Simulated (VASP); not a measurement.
A run of VASP 6.6.1 is set up as follows.

Contents of POSCAR:

```
Ti2C3
1.0
    3.3492061130      0.0000000000      0.0000000000
   -1.6746030565      2.9004975764      0.0000000000
    0.0000000000      0.0000000000      5.2108206784
Ti C
2 3
Direct
    0.3333333333      0.6666666667      0.2450000000
    0.6666666667      0.3333333333      0.7550000000
    0.0000000000      0.0000000000      0.0000000000
    0.3333333333      0.6666666667      0.6450000000
    0.6666666667      0.3333333333      0.3550000000
```

Contents of INCAR.step1:

```
SYSTEM = Ti2C3
PREC     = Accurate       ! precision mode
ENCUT    = 600            ! plane-wave cutoff, eV
ISMEAR   = 0              ! smearing method
SIGMA    = 0.1            ! smearing width, eV
LREAL    = .False.        ! projectors in reciprocal space
LASPH    = .True.         ! aspherical terms in the spheres
NELM     = 100            ! most SCF steps
GGA      = PE             ! functional
ALGO     = Normal         ! electronic algorithm
EDIFF    = 1E-4           ! SCF threshold, eV
LWAVE    = .True.         ! write WAVECAR
LCHARG   = .False.        ! write CHGCAR
```

The input INCAR.step2:

```
SYSTEM = Ti2C3
PREC     = Accurate       ! precision mode
ENCUT    = 600            ! plane-wave cutoff, eV
EDIFF    = 1E-6           ! SCF threshold, eV
ISMEAR   = 0              ! smearing method
SIGMA    = 0.1            ! smearing width, eV
LREAL    = .False.        ! projectors in reciprocal space
LASPH    = .True.         ! aspherical terms in the spheres
NELM     = 100            ! most SCF steps
ALGO     = Normal         ! electronic algorithm
ISIF     = 3              ! what is computed and relaxed
LWAVE    = .False.        ! write WAVECAR
LCHARG   = .False.        ! write CHGCAR
METAGGA  = R2SCAN         ! meta-GGA
LMIXTAU  = .True.       
IBRION   = 2              ! ionic algorithm
NSW      = 90             ! ionic steps
EDIFFG   = -0.04          ! ionic threshold
ISTART   = 1
```

KPOINTS

```
regular mesh
0
Gamma
  6 6 4
  0 0 0
```

Potentials or basis: VASP PAW PBE potentials, release 64 (Ti_sv, C).

Launch:

```sh
$ cat potpaw_PBE.64/Ti_sv/POTCAR potpaw_PBE.64/C/POTCAR > POTCAR
$ cp INCAR.step1 INCAR
$ mpirun -np 1 vasp_std > vasp.out
$ cp INCAR.step2 INCAR
$ mpirun -np 1 vasp_std > vasp.out
```

(1) What does it give for the relaxed cell?

(2) Predict the band gap on the k mesh.

(3) Predict the relaxed volume.

(4) What does it give for the space group after relaxing (to 0.1 Å)?

Results:

(1) a = 2.876 Å, b = 2.876 Å, c = 6.336 Å, α = 90.00°, β = 90.00°, γ = 120.00°.

(2) zero (bands 18 and 19 overlap by 0.67 eV).

(3) 9.08 Å³/atom.

(4) P-3m1 (No. 164).

Caveat: the k points lie up to 0.42 Å⁻¹ apart in the final cell, too coarse for converged energies and pressures of a metal; a cell axis changed by over 15 % at a fixed basis, so the end point is rough; the PAW data sets were made with another functional, which shifts forces and pressure a little.
